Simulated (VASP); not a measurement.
Input of a VASP 6.6.1 run:

The input INCAR:

```
SYSTEM = Sr
  PREC = Accurate
  ENCUT = 520
  EDIFF = 1E-6
  ISMEAR = -1
  SIGMA = 0.05
  LREAL = .FALSE.
  LASPH = .TRUE.
  NELM = 80
  ALGO = Normal
  ISIF = 2
  LWAVE = .FALSE.
  LCHARG = .TRUE.
  LELF = .TRUE.
  LVHAR = .TRUE.
  NBANDS = 11
```

File KPOINTS:

```
Automatic mesh
0
G
  10 10 10
  0 0 0
```

Contents of POSCAR:

```
Sr
1.0
    2.8927394706      0.0000000000      0.0000000000
    0.0000000000      2.8927394706      0.0000000000
    0.0000000000      0.0000000000      2.8927394706
Sr
1
Direct
    0.0000000000      0.0000000000      0.0000000000
```

Potentials or basis: VASP PAW LDA potentials, release 64 (Sr_sv).

Run with:

```bash
$ cat potpaw_LDA.64/Sr_sv/POTCAR > POTCAR
$ mpirun -np 1 vasp_std > vasp.out
```

Problem. What does it give for the band gap on the k mesh?

Solution. Zero (bands 5 and 6 overlap by 1.36 eV).

Problem. What does it give for the pressure?

Solution. 24.1 GPa.

Caveat: the cell stands under pressure.
